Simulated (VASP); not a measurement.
# LiBr (Fm-3m) in VASP: single point with PBE

Aim: the single point of LiBr with PBE.

Program: VASP 6.6.1. These are calculated values, not measurements. Logs are shortened: lines on timing, memory, paths and dates and some standing lists are left out, and cuts for length are marked.

## Step 1: The cell of the first run

Symmetry: Fm-3m, No. 225, cubic system. Conventional cell: a = 5.501 Å, b = 5.501 Å, c = 5.501 Å, α = 90.00°, β = 90.00°, γ = 90.00°. Within 3.6 Å of Li (site symmetry m-3m) lie 6 Br at 2.75 Å. Br (site symmetry m-3m) has 6 Li at 2.75 Å within 3.6 Å.

## Step 2: Single point, PBE

The input, INCAR:

```
PREC     = Accurate       # precision mode
ENCUT    = 750            # plane-wave cutoff, eV
EDIFF    = 1E-6           # SCF threshold, eV
ISMEAR   = 0              # smearing method
SIGMA    = 0.01           # smearing width, eV
LREAL    = F              # projectors in reciprocal space
LASPH    = T              # aspherical terms in the spheres
NELM     = 120            # most SCF steps
ALGO     = Normal         # electronic algorithm
ISIF     = 2              # what is computed and relaxed
LWAVE    = F              # write WAVECAR
LCHARG   = T              # write CHGCAR
GGA      = PE             # functional
LELF     = T              # ELF
LVHAR    = T            
NBANDS   = 12             # bands
GGA_COMPAT= F
```

The input, KPOINTS:

```
regular mesh
0
Gamma
  5 5 5
```

The input, POSCAR:

```
LiBr
1.0
    0.0000000000      2.7506500000      2.7506500000
    2.7506500000      0.0000000000      2.7506500000
    2.7506500000      2.7506500000      0.0000000000
Li Br
1 1
Direct
    0.0000000000      0.0000000000      0.0000000000
    0.5000000000      0.5000000000      0.5000000000
```

Potentials or basis: VASP PAW PBE potentials, release 64 (Li_sv, Br).

Launch:

```bash
> cat potpaw_PBE.64/Li_sv/POTCAR potpaw_PBE.64/Br/POTCAR > POTCAR
> mpirun -np 1 vasp_std > vasp.out
```

OUTCAR:

```text
PREC = Accurate
   ENCUT = 750
   EDIFF = 1E-6
   ISMEAR = 0
   LREAL = F
   LASPH = T
   NELM = 120
   ISIF = 2
   GGA = PE

 ion  position               nearest neighbor table
   1  0.000  0.000  0.000-
   2  0.500  0.500  0.500-

  LATTYP: Found a face centered cubic cell.
 ALAT       =     5.5013000000

  Lattice vectors:

 A1 = (   0.0000000000,   2.7506500000,   2.7506500000)
 A2 = (   2.7506500000,   0.0000000000,   2.7506500000)
 A3 = (   2.7506500000,   2.7506500000,   0.0000000000)

Analysis of symmetry for initial positions (statically):
=====================================================================
 Subroutine PRICEL returns:
 Original cell was already a primitive cell.

 Routine SETGRP: Setting up the symmetry group for a
 face centered cubic supercell.

 Subroutine GETGRP returns: Found 48 space group operations
 (whereof 48 operations were pure point group operations)
 out of a pool of 48 trial point group operations.

The static configuration has the point symmetry O_h .

Analysis of symmetry for dynamics (positions and initial velocities):
=====================================================================
 Subroutine PRICEL returns:
 Original cell was already a primitive cell.

 Routine SETGRP: Setting up the symmetry group for a
 face centered cubic supercell.

 Subroutine GETGRP returns: Found 48 space group operations
 (whereof 48 operations were pure point group operations)
 out of a pool of 48 trial point group operations.

The dynamic configuration has the point symmetry O_h .

 Subroutine INISYM returns: Found 48 space group operations
 (whereof 48 operations are pure point group operations),
 and found     1 'primitive' translations

----------------------------------------------------------------------------------------

                                     Primitive cell

  volume of cell :      41.6233

  direct lattice vectors                    reciprocal lattice vectors
     0.000000000  2.750650000  2.750650000    -0.181775217  0.181775217  0.181775217
     2.750650000  0.000000000  2.750650000     0.181775217 -0.181775217  0.181775217
     2.750650000  2.750650000  0.000000000     0.181775217  0.181775217 -0.181775217

  length of vectors
     3.890006535  3.890006535  3.890006535     0.314843911  0.314843911  0.314843911

  position of ions in fractional coordinates (direct lattice)
     0.000000000  0.000000000  0.000000000
     0.500000000  0.500000000  0.500000000

  ion indices of the primitive-cell ions
   primitive index   ion index
                 1           1
                 2           2

----------------------------------------------------------------------------------------

 KPOINTS: regular mesh

Automatic generation of k-mesh.
 Grid dimensions read from file:
 generate k-points for:    5    5    5

 Generating k-lattice:

  Cartesian coordinates                     Fractional coordinates (reciprocal lattice)
    -0.036355043  0.036355043  0.036355043     0.200000000  0.000000000  0.000000000
     0.036355043 -0.036355043  0.036355043     0.000000000  0.200000000  0.000000000
     0.036355043  0.036355043 -0.036355043     0.000000000  0.000000000  0.200000000

  Length of vectors
     0.062968782  0.062968782  0.062968782

  Shift w.r.t. Gamma in fractional coordinates (k-lattice)
     0.000000000  0.000000000  0.000000000

 Subroutine IBZKPT returns following result:
 ===========================================

 Found     10 irreducible k-points:

 Following reciprocal coordinates:
            Coordinates               Weight
  0.000000  0.000000  0.000000      1.000000
  0.200000  0.000000  0.000000      8.000000
  0.400000  0.000000  0.000000      8.000000
  0.200000  0.200000  0.000000      6.000000
  0.400000  0.200000  0.000000     24.000000
 -0.400000  0.200000  0.000000     24.000000
 -0.200000  0.200000  0.000000     12.000000
  0.400000  0.400000  0.000000      6.000000
 -0.400000  0.400000  0.000000     12.000000
 -0.400000  0.400000  0.200000     24.000000
   k-points           NKPTS =     10   k-points in BZ     NKDIM =     10   number of bands    NBANDS=     12
   number of dos      NEDOS =    301   number of ions     NIONS =      2
   total plane-waves  NPLWV =  46656
   dimension x,y,z NGX =    36 NGY =   36 NGZ =   36
   dimension x,y,z NGXF=    72 NGYF=   72 NGZF=   72
   ions per type =               1   1
   NGX,Y,Z   is equivalent  to a cutoff of  15.39, 15.39, 15.39 a.u.
   NGXF,Y,Z  is equivalent  to a cutoff of  30.77, 30.77, 30.77 a.u.
 SYSTEM =  unknown system
   PREC   = accura    normal or accurate (medium, high low for compatibility)
   ISTART =      0    job   : 0-new  1-cont  2-samecut
   ICHARG =      2    charge: 1-file 2-atom 10-const
   ISPIN  =      1    spin polarized calculation?
   LNONCOLLINEAR =      F non collinear calculations
   LSORBIT =      F    spin-orbit coupling
   LASPH  =      T    aspherical Exc in radial PAW
   ENCUT  =  750.0 eV  55.12 Ry    7.42 a.u.   8.69  8.69  8.69*2*pi/ulx,y,z
   NELM   =    120;   NELMIN=  2; NELMDL= -5     # of ELM steps
   EDIFF  = 0.1E-05   stopping-criterion for ELM
   LREAL  =      F    real-space projection
   EDIFFG = 0.1E-04   stopping-criterion for IOM
   NSW    =      0    number of steps for IOM
   IBRION =     -1    ionic relax: 0-MD 1-quasi-New 2-CG
   NFREE  =      0    steps in history (QN), initial steepest desc. (CG)
   ISIF   =      2    stress and relaxation
   ISYM   =      2    0-nonsym 1-usesym 2-fastsym
   POTIM  = 0.5000    time-step for ionic-motion
   TEBEG  =    0.0;   TEEND  =   0.0 temperature during run
   PSTRESS=    0.0 pullay stress
   NELECT =      10.0000    total number of electrons
   NUPDOWN=      -1.0000    fix difference up-down
   EMIN   =  10.00;   EMAX   =-10.00  energy-range for DOS
   EFERMI =   0.00;   METHOD = LEGACY
   ISMEAR =     0;   SIGMA  =   0.01  broadening in eV -4-tet -1-fermi 0-gaus
   EFERMI_NEDOS =   21; number of points for ismear=-14 and -15
   IALGO  =     38    algorithm
   IMIX   =      4    mixing-type and parameters
     AMIX     =   0.40;   BMIX     =  1.00
     AMIX_MAG =   1.60;   BMIX_MAG =  1.00
  volume/ion in A,a.u.               =      20.81       140.44
  Fermi-wavevector in a.u.,A,eV,Ry     =   1.017723  1.923217 14.092366  1.035760
  Thomas-Fermi vector in A             =   2.151140
   LORBIT       =      0    0 simple, 1 ext, 2 COOP (PROOUT), +10 PAW based schemes
   GGA     = PE    functional components
   LHFCALC =     F    Hartree Fock is set to
   AEXX    =    0.0000 exact exchange contribution
   IVDW    =     0    specifies the selected vdW correction
   LEPSILON=     F    determine dielectric tensor
   LRPA    =     F    only Hartree local field effects (RPA)
 non-spin polarized calculation
 Gauss-broadening in eV      SIGMA  =   0.01
  energy-cutoff  :      750.00
  volume of cell :       41.62
 maximum number of plane-waves:      1964
   NGX = 17   NGY = 17   NGZ = 17

 number of electron      10.0000001 magnetization

 Free energy of the ion-electron system (eV)
  ---------------------------------------------------
  ext. energy  EPLUGINS =         0.00000000
  ---------------------------------------------------
  free energy    TOTEN  =        -6.63972022 eV

  energy without entropy =       -6.63972022  energy(sigma->0) =       -6.63972022

 E-fermi :   0.3870     XC(G=0):  -8.4247

 val. band max:        0.3124733926   @ k =   0.0000   0.0000   0.0000
 cond. band min:       5.2535859318   @ k =   0.0000   0.0000   0.0000
 fundamental gap:      4.9411125392
 Fermi energy:         0.3870331959

 k-point     1 :       0.0000    0.0000    0.0000
  band No.  band energies     occupation
      1     -44.0883      2.00000
      2     -13.1191      2.00000
      3       0.3125      2.00000
      4       0.3125      2.00000
      5       0.3125      2.00000
      6       5.2536      0.00000
      7      10.8122      0.00000
      8      10.8122      0.00000
      9      10.8122      0.00000
     10      12.5516      0.00000
     11      12.5516      0.00000
     12      12.5516      0.00000

 k-point     2 :       0.2000    0.0000    0.0000
  band No.  band energies     occupation
      1     -44.0880      2.00000
      2     -12.9670      2.00000
      3      -0.9220      2.00000
      4       0.2152      2.00000
      5       0.2152      2.00000
      6       6.1834      0.00000
      7       9.8540      0.00000
      8       9.9542      0.00000
      9       9.9542      0.00000
     10      12.1446      0.00000
     11      12.1446      0.00000
     12      13.1413      0.00000

 k-point     3 :       0.4000    0.0000    0.0000
  band No.  band energies     occupation
      1     -44.0874      2.00000
      2     -12.6975      2.00000
      3      -2.3519      2.00000
      4       0.0735      2.00000
      5       0.0735      2.00000
      6       6.0373      0.00000
      7       8.5955      0.00000
      8       8.5955      0.00000
      9      11.5489      0.00000
     10      13.9052      0.00000
     11      14.8149      0.00000
     12      14.8149      0.00000

 k-point     4 :       0.2000    0.2000    0.0000
  band No.  band energies     occupation
      1     -44.0879      2.00000
      2     -12.9131      2.00000
      3      -0.8420      2.00000
      4      -0.1246      2.00000
      5      -0.1246      2.00000
      6       7.0195      0.00000
      7       8.9391      0.00000
      8       9.0296      0.00000
      9      11.0990      0.00000
     10      11.0990      0.00000
     11      14.1342      0.00000
     12      14.6916      0.00000

 k-point     5 :       0.4000    0.2000    0.0000
  band No.  band energies     occupation
      1     -44.0874      2.00000
      2     -12.6728      2.00000
      3      -1.9636      2.00000
      4      -0.5336      2.00000
      5      -0.3329      2.00000
      6       7.3021      0.00000
      7       8.3495      0.00000
      8       9.4643      0.00000
      9      10.2012      0.00000
     10      12.5847      0.00000
     11      15.8506      0.00000
     12      16.1661      0.00000

 k-point     6 :      -0.4000    0.2000    0.0000
  band No.  band energies     occupation
      1     -44.0872      2.00000
      2     -12.5751      2.00000
      3      -2.2887      2.00000
      4      -0.9854      2.00000
      5      -0.1564      2.00000
      6       7.0145      0.00000
      7       8.6377      0.00000
      8       9.1589      0.00000
      9      11.0978      0.00000
     10      13.9232      0.00000
     11      14.7602      0.00000
     12      15.3457      0.00000

 k-point     7 :      -0.2000    0.2000    0.0000
  band No.  band energies     occupation
      1     -44.0876      2.00000
      2     -12.7687      2.00000
      3      -1.5989      2.00000
      4      -0.6968      2.00000
      5       0.1922      2.00000
      6       7.1135      0.00000
      7       9.0931      0.00000
      8       9.2748      0.00000
      9       9.6043      0.00000
     10      12.2748      0.00000
     11      14.2028      0.00000
     12      15.5599      0.00000

 k-point     8 :       0.4000    0.4000    0.0000
  band No.  band energies     occupation
      1     -44.0871      2.00000
      2     -12.5307      2.00000
      3      -2.3272      2.00000
      4      -0.7297      2.00000
      5      -0.7297      2.00000
      6       6.7536      0.00000
      7       7.6097      0.00000
      8      10.9836      0.00000
      9      12.3793      0.00000
     10      12.3793      0.00000
     11      15.6406      0.00000
     12      17.9198      0.00000

 k-point     9 :      -0.4000    0.4000    0.0000
  band No.  band energies     occupation
      1     -44.0870      2.00000
      2     -12.4676      2.00000
      3      -2.3100      2.00000
      4      -1.3407      2.00000
      5      -0.6395      2.00000
      6       6.8756      0.00000
      7       8.5251      0.00000
      8      11.1068      0.00000
      9      11.2077      0.00000
     10      12.3576      0.00000
     11      16.2806      0.00000
     12      17.2650      0.00000

 k-point    10 :      -0.4000    0.4000    0.2000
  band No.  band energies     occupation
      1     -44.0870      2.00000
      2     -12.5098      2.00000
      3      -2.0485      2.00000
      4      -1.4415      2.00000
      5      -0.6038      2.00000
      6       7.9852      0.00000
      7       8.6341      0.00000
      8       9.1310      0.00000
      9      10.8465      0.00000
     10      13.3900      0.00000
     11      14.7441      0.00000
     12      17.4390      0.00000

------------------------ aborting loop because EDIFF is reached ----------------------------------------

  FORCE on cell =-STRESS in cart. coord.  units (eV):
  Direction    XX          YY          ZZ          XY          YZ          ZX
  --------------------------------------------------------------------------------------
  -------------------------------------------------------------------------------------
  Total        0.0307403      0.0307403      0.0307403     -0.0000000     -0.0000000      0.0000000
  in kB        1.1832655      1.1832655      1.1832655     -0.0000000     -0.0000000      0.0000000
  external PRESSURE =       1.1832655 kB  Pullay stress =       0.0000000 kB

 VOLUME and BASIS-vectors are now :
 -----------------------------------------------------------------------------
  energy-cutoff  :      750.00
  volume of cell :       41.62
      direct lattice vectors                 reciprocal lattice vectors
     0.000000000  2.750650000  2.750650000    -0.181775217  0.181775217  0.181775217
     2.750650000  0.000000000  2.750650000     0.181775217 -0.181775217  0.181775217
     2.750650000  2.750650000  0.000000000     0.181775217  0.181775217 -0.181775217

 POSITION                                       TOTAL-FORCE (eV/Angst)
 -----------------------------------------------------------------------------------
      0.00000      0.00000      0.00000         0.000000      0.000000     -0.000000
      2.75065      2.75065      2.75065        -0.000000     -0.000000      0.000000
 -----------------------------------------------------------------------------------
    total drift:                                0.000000      0.000000      0.000000

  FREE ENERGIE OF THE ION-ELECTRON SYSTEM (eV)
  ---------------------------------------------------
  free  energy   TOTEN  =        -6.6397202207 eV

  energy  without entropy=       -6.6397202207  energy(sigma->0) =       -6.63972022
```

Wall time 14 s (1 thread of AMD EPYC 7R43 (Zen 3), shared host); peak memory 0.17 GiB.

Results:

| Property | Result |
| --- | --- |
| Free energy | -6.6397 eV |
| Pressure | 0.1 GPa |
| Band gap on the k mesh | 4.94 eV, direct |

As with any semilocal functional, this PBE gap is likely too small.
